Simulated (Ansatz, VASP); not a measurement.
**C: VASP beside Ansatz**

```
C
1.0
     2.49940    0.00000    0.00000
    -1.24970    2.16454    0.00000
     0.00000    0.00000    4.22300
C
4
Direct
  0.33333 0.66667 0.99974
  0.66667 0.33333 0.49974
  0.33333 0.66667 0.37426
  0.66667 0.33333 0.87426
```

Change from the starting cell: strained cell.

Alike in both runs: functional PBEsol; k mesh 9 × 9 × 6; occupations gaussian, width 0.02 eV; no spin polarisation.

Ansatz relaxed the structure, and its values are those at the end. VASP's run is a single point on that final structure, the one shown.

```csv
,VASP,Ansatz
version,VASP 6.6.1,Ansatz 0.2.0
potentials or method,"VASP PAW PBE potentials, release 64 (C_h), cutoff 1300 eV","scalar-relativistic, plane waves, PAW"
valence electrons in the cell,16,16
```

|  | VASP | Ansatz | Ansatz less VASP |
| --- | --- | --- | --- |
| gap on the k mesh at the Fermi level (eV) | 3.10 | 3.11 | +0.013 |
| least direct gap on the mesh (eV) | 4.87 | 4.86 | -0.003 |
| pressure (GPa) | -6.5 | -6.7 | -0.16 |

VASP's potentials were made for PBE, not for PBEsol, and Ansatz warns of the same on its side. The functional is the same, so the differences come from potentials, cutoffs and numerics. Ansatz's warnings: stress scf threshold loose.
